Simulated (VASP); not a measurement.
# Ni (Fm-3m) in VASP: single point with PBE

Aim: the single point of Ni with PBE.

All numbers are computed with VASP 6.6.1; they aren't measurements. Logs are shortened: lines on timing, memory, paths and dates and some standing lists are left out, and cuts for length are marked.

### 1 The cell of the first run

It takes space group Fm-3m (No. 225, cubic). Conventional cell: a = 3.604 Å, b = 3.604 Å, c = 3.604 Å, α = 90.00°, β = 90.00°, γ = 90.00°. Within 3.4 Å of Ni (site symmetry m-3m) lie 12 Ni at 2.55 Å.

### 2 Single point, PBE, collinear spin, ferromagnetic start (Pd replaced by Ni, lengths x 0.935, strained)

INCAR reads:

```
SYSTEM = Ni
PREC     = Accurate       ! precision mode
ENCUT    = 600            ! plane-wave cutoff, eV
EDIFF    = 1E-6           ! SCF threshold, eV
ISMEAR   = 0              ! smearing method
SIGMA    = 0.1            ! smearing width, eV
LREAL    = .FALSE.        ! projectors in reciprocal space
LASPH    = .TRUE.         ! aspherical terms in the spheres
NELM     = 200            ! most SCF steps
ALGO     = Normal         ! electronic algorithm
ISIF     = 2              ! what is computed and relaxed
LWAVE    = .FALSE.        ! write WAVECAR
LCHARG   = .TRUE.         ! write CHGCAR
ISPIN    = 2              ! spin polarisation
MAGMOM   = 0.82           ! initial moments
LORBIT   = 11             ! projections on sites
LMAXMIX  = 4              ! l up to which the mixer works
GGA      = PE             ! functional
LELF     = .TRUE.         ! ELF
LVHAR    = .TRUE.       
NBANDS   = 15             ! bands
GGA_COMPAT= .FALSE.
```

KPOINTS reads:

```
regular mesh
0
G
  20 20 20
  0 0 0
```

POSCAR reads:

```
Ni
1.0
    0.0000000000      1.8022184981      1.8022184981
    1.8022184981      0.0000000000      1.8022184981
    1.8022184981      1.8022184981      0.0000000000
Ni
1
Direct
    0.0000000000      0.0000000000      0.0000000000
```

Potentials or basis: VASP PAW PBE potentials, release 64 (Ni).

Run with:

```console
$ cat potpaw_PBE.64/Ni/POTCAR > POTCAR
$ mpirun -np 1 vasp_std > vasp.out
```

OUTCAR:

```text
SYSTEM = Ni
   PREC = Accurate
   ENCUT = 600
   EDIFF = 1E-6
   ISMEAR = 0
   LREAL = .FALSE.
   LASPH = .TRUE.
   NELM = 200
   ISIF = 2
   ISPIN = 2
   LORBIT = 11
   GGA = PE

 ion  position               nearest neighbor table
   1  0.000  0.000  0.000-

  LATTYP: Found a face centered cubic cell.
 ALAT       =     3.6044369962

  Lattice vectors:

 A1 = (   0.0000000000,   1.8022184981,   1.8022184981)
 A2 = (   1.8022184981,   0.0000000000,   1.8022184981)
 A3 = (   1.8022184981,   1.8022184981,   0.0000000000)

Analysis of symmetry for initial positions (statically):
=====================================================================
 Subroutine PRICEL returns:
 Original cell was already a primitive cell.

 Routine SETGRP: Setting up the symmetry group for a
 face centered cubic supercell.

 Subroutine GETGRP returns: Found 48 space group operations
 (whereof 48 operations were pure point group operations)
 out of a pool of 48 trial point group operations.

The static configuration has the point symmetry O_h .

Analysis of symmetry for dynamics (positions and initial velocities):
=====================================================================
 Subroutine PRICEL returns:
 Original cell was already a primitive cell.

 Routine SETGRP: Setting up the symmetry group for a
 face centered cubic supercell.

 Subroutine GETGRP returns: Found 48 space group operations
 (whereof 48 operations were pure point group operations)
 out of a pool of 48 trial point group operations.

The dynamic configuration has the point symmetry O_h .

Analysis of structural, dynamic, and magnetic symmetry:
=====================================================================
 Subroutine PRICEL returns:
 Original cell was already a primitive cell.

 Routine SETGRP: Setting up the symmetry group for a
 face centered cubic supercell.

 Subroutine GETGRP returns: Found 48 space group operations
 (whereof 48 operations were pure point group operations)
 out of a pool of 48 trial point group operations.

The overall configuration has the point symmetry O_h .

 Subroutine INISYM returns: Found 48 space group operations
 (whereof 48 operations are pure point group operations),
 and found     1 'primitive' translations

----------------------------------------------------------------------------------------

                                     Primitive cell

  volume of cell :      11.7072

  direct lattice vectors                    reciprocal lattice vectors
     0.000000000  1.802218498  1.802218498    -0.277435838  0.277435838  0.277435838
     1.802218498  0.000000000  1.802218498     0.277435838 -0.277435838  0.277435838
     1.802218498  1.802218498  0.000000000     0.277435838  0.277435838 -0.277435838

  length of vectors
     2.548721842  2.548721842  2.548721842     0.480532968  0.480532968  0.480532968

  position of ions in fractional coordinates (direct lattice)
     0.000000000  0.000000000  0.000000000

  ion indices of the primitive-cell ions
   primitive index   ion index
                 1           1

----------------------------------------------------------------------------------------

 KPOINTS: regular mesh

Automatic generation of k-mesh.
 Grid dimensions read from file:
 generate k-points for:   20   20   20

 Generating k-lattice:

  Cartesian coordinates                     Fractional coordinates (reciprocal lattice)
    -0.013871792  0.013871792  0.013871792     0.050000000  0.000000000  0.000000000
     0.013871792 -0.013871792  0.013871792     0.000000000  0.050000000  0.000000000
     0.013871792  0.013871792 -0.013871792     0.000000000  0.000000000  0.050000000

  Length of vectors
     0.024026648  0.024026648  0.024026648

  Shift w.r.t. Gamma in fractional coordinates (k-lattice)
     0.000000000  0.000000000  0.000000000

 Subroutine IBZKPT returns following result:
 ===========================================

 Found    256 irreducible k-points:

 Following reciprocal coordinates:
            Coordinates               Weight
  0.000000  0.000000  0.000000      1.000000
  0.050000  0.000000  0.000000      8.000000
  0.100000  0.000000  0.000000      8.000000
  0.150000  0.000000  0.000000      8.000000
  0.200000  0.000000  0.000000      8.000000
  0.250000  0.000000  0.000000      8.000000
[... 16 lines left out ...]
 -0.400000  0.050000  0.000000     24.000000
 -0.350000  0.050000  0.000000     24.000000
 [... further k-points ...]
   k-points           NKPTS =    256   k-points in BZ     NKDIM =    256   number of bands    NBANDS=     15
   number of dos      NEDOS =    301   number of ions     NIONS =      1
   total plane-waves  NPLWV =   8000
   dimension x,y,z NGX =    20 NGY =   20 NGZ =   20
   dimension x,y,z NGXF=    40 NGYF=   40 NGZF=   40
   ions per type =               1
   NGX,Y,Z   is equivalent  to a cutoff of  13.05, 13.05, 13.05 a.u.
   NGXF,Y,Z  is equivalent  to a cutoff of  26.09, 26.09, 26.09 a.u.
 SYSTEM =  Ni
   PREC   = accura    normal or accurate (medium, high low for compatibility)
   ISTART =      0    job   : 0-new  1-cont  2-samecut
   ICHARG =      2    charge: 1-file 2-atom 10-const
   ISPIN  =      2    spin polarized calculation?
   LNONCOLLINEAR =      F non collinear calculations
   LSORBIT =      F    spin-orbit coupling
   LASPH  =      T    aspherical Exc in radial PAW
   ENCUT  =  600.0 eV  44.10 Ry    6.64 a.u.   5.09  5.09  5.09*2*pi/ulx,y,z
   NELM   =    200;   NELMIN=  2; NELMDL= -5     # of ELM steps
   EDIFF  = 0.1E-05   stopping-criterion for ELM
   LREAL  =      F    real-space projection
   EDIFFG = 0.1E-04   stopping-criterion for IOM
   NSW    =      0    number of steps for IOM
   IBRION =     -1    ionic relax: 0-MD 1-quasi-New 2-CG
   NFREE  =      0    steps in history (QN), initial steepest desc. (CG)
   ISIF   =      2    stress and relaxation
   ISYM   =      2    0-nonsym 1-usesym 2-fastsym
   POTIM  = 0.5000    time-step for ionic-motion
   TEBEG  =    0.0;   TEEND  =   0.0 temperature during run
   PSTRESS=    0.0 pullay stress
   NELECT =      10.0000    total number of electrons
   NUPDOWN=      -1.0000    fix difference up-down
   EMIN   =  10.00;   EMAX   =-10.00  energy-range for DOS
   EFERMI =   0.00;   METHOD = LEGACY
   ISMEAR =     0;   SIGMA  =   0.10  broadening in eV -4-tet -1-fermi 0-gaus
   EFERMI_NEDOS =   21; number of points for ismear=-14 and -15
   IALGO  =     38    algorithm
   IMIX   =      4    mixing-type and parameters
     AMIX     =   0.40;   BMIX     =  1.00
     AMIX_MAG =   1.60;   BMIX_MAG =  1.00
  volume/ion in A,a.u.               =      11.71        79.00
  Fermi-wavevector in a.u.,A,eV,Ry     =   1.553307  2.935325 32.827642  2.412764
  Thomas-Fermi vector in A             =   2.657557
   LORBIT       =     11    0 simple, 1 ext, 2 COOP (PROOUT), +10 PAW based schemes
   GGA     = PE    functional components
   LHFCALC =     F    Hartree Fock is set to
   AEXX    =    0.0000 exact exchange contribution
   IVDW    =     0    specifies the selected vdW correction
   LEPSILON=     F    determine dielectric tensor
   LRPA    =     F    only Hartree local field effects (RPA)
 spin polarized calculation
 Gauss-broadening in eV      SIGMA  =   0.10
  energy-cutoff  :      600.00
  volume of cell :       11.71
 maximum number of plane-waves:       399
   NGX = 11   NGY = 11   NGZ = 11

 number of electron      10.0000000 magnetization       0.8200000

 number of electron       9.9999989 magnetization       0.6386643

 Free energy of the ion-electron system (eV)
  ---------------------------------------------------
  ext. energy  EPLUGINS =         0.00000000
  ---------------------------------------------------
  free energy    TOTEN  =        -5.44197814 eV

  energy without entropy =       -5.43242256  energy(sigma->0) =       -5.43720035

 E-fermi :   8.3825     XC(G=0): -12.8287

 val. band max:        8.3800541533   @ k =   0.3500   0.2500   0.0500
 cond. band min:       8.3841220320   @ k =   0.5000   0.3000   0.1000
 fundamental gap:      0.0040678788
 Fermi energy:         8.3825190631

 spin component 1

 k-point     1 :       0.0000    0.0000    0.0000
  band No.  band energies     occupation
      1      -0.1308      1.00000
      2       6.1092      1.00000
      3       6.1092      1.00000
      4       6.1092      1.00000
      5       7.1794      1.00000
      6       7.1794      1.00000
      7      31.4793      0.00000
      8      34.7716      0.00000
      9      34.7716      0.00000
     10      34.7716      0.00000
     11      37.5047      0.00000
     12      37.5047      0.00000
     13      37.5047      0.00000
     14      40.6182      0.00000
     15      46.1348      0.00000
[... 397 lines left out ...]
 k-point    24 :      -0.3500    0.0500    0.0000
  band No.  band energies     occupation
      1       3.5627      1.00000
      2       6.1987      1.00000
      3       6.2484      1.00000
      4       6.3780      1.00000
      5       7.4664      1.00000
      6       7.7859      1.00000
      7      16.9552      0.00000
      8      29.2307      0.00000
      9      31.4568      0.00000
     10      32.9530      0.00000
     11      35.0807      0.00000
     12      36.8218      0.00000
     13      40.7069      0.00000
     14      47.1274      0.00000
     15      48.7828      0.00000

 [... further k-points ...]

 spin component 2

 k-point     1 :       0.0000    0.0000    0.0000
  band No.  band energies     occupation
      1      -0.1748      1.00000
      2       6.8827      1.00000
      3       6.8827      1.00000
      4       6.8827      1.00000
      5       7.7704      1.00000
      6       7.7704      1.00000
      7      31.2977      0.00000
      8      34.7556      0.00000
      9      34.7556      0.00000
     10      34.7556      0.00000
     11      37.5950      0.00000
     12      37.5950      0.00000
     13      37.5950      0.00000
     14      40.4841      0.00000
     15      46.3052      0.00000
[... 397 lines left out ...]
 k-point    24 :      -0.3500    0.0500    0.0000
  band No.  band energies     occupation
      1       3.7692      1.00000
      2       6.7594      1.00000
      3       6.8569      1.00000
      4       6.8931      1.00000
      5       8.2079      0.99324
      6       8.4893      0.06558
      7      17.1861      0.00000
      8      29.2100      0.00000
      9      31.4234      0.00000
     10      33.0532      0.00000
     11      35.0973      0.00000
     12      36.8318      0.00000
     13      40.7603      0.00000
     14      47.1865      0.00000
     15      48.9026      0.00000

 [... further k-points ...]

------------------------ aborting loop because EDIFF is reached ----------------------------------------

  FORCE on cell =-STRESS in cart. coord.  units (eV):
  Direction    XX          YY          ZZ          XY          YZ          ZX
  --------------------------------------------------------------------------------------
  -------------------------------------------------------------------------------------
  Total       -0.8753396     -0.8753396     -0.8753396      0.0000000     -0.0000000      0.0000000
  in kB     -119.7939378   -119.7939378   -119.7939378      0.0000000     -0.0000000      0.0000000
  external PRESSURE =    -119.7939378 kB  Pullay stress =       0.0000000 kB

 VOLUME and BASIS-vectors are now :
 -----------------------------------------------------------------------------
  energy-cutoff  :      600.00
  volume of cell :       11.71
      direct lattice vectors                 reciprocal lattice vectors
     0.000000000  1.802218498  1.802218498    -0.277435838  0.277435838  0.277435838
     1.802218498  0.000000000  1.802218498     0.277435838 -0.277435838  0.277435838
     1.802218498  1.802218498  0.000000000     0.277435838  0.277435838 -0.277435838

 POSITION                                       TOTAL-FORCE (eV/Angst)
 -----------------------------------------------------------------------------------
      0.00000      0.00000      0.00000        -0.000000     -0.000000     -0.000000
 -----------------------------------------------------------------------------------
    total drift:                                0.000000      0.000000      0.000000

  FREE ENERGIE OF THE ION-ELECTRON SYSTEM (eV)
  ---------------------------------------------------
  free  energy   TOTEN  =        -5.4419781409 eV

  energy  without entropy=       -5.4324225561  energy(sigma->0) =       -5.43720035

 total charge

# of ion       s       p       d       tot
------------------------------------------
    1        0.468   0.436   8.285   9.189

 magnetization (x)

# of ion       s       p       d       tot
------------------------------------------
    1       -0.007  -0.025   0.690   0.658
```

Run time: 68 s. Hardware: 1 thread of Intel Xeon Platinum 8488C (Sapphire Rapids), shared host; peak memory 0.19 GiB.

Results:

```
Free energy                                           : -5.4420 eV
Pressure                                              : -12.0 GPa
Net moment                                            : 0.64 μB per cell
Site moments                                          : Ni +0.66 μB
Valence electrons inside the program's atomic spheres : Ni 9.19
```

Caveat: the cell differs from its parent crystal (Pd replaced by Ni, lengths x 0.935, strained); the cell stands under tension.
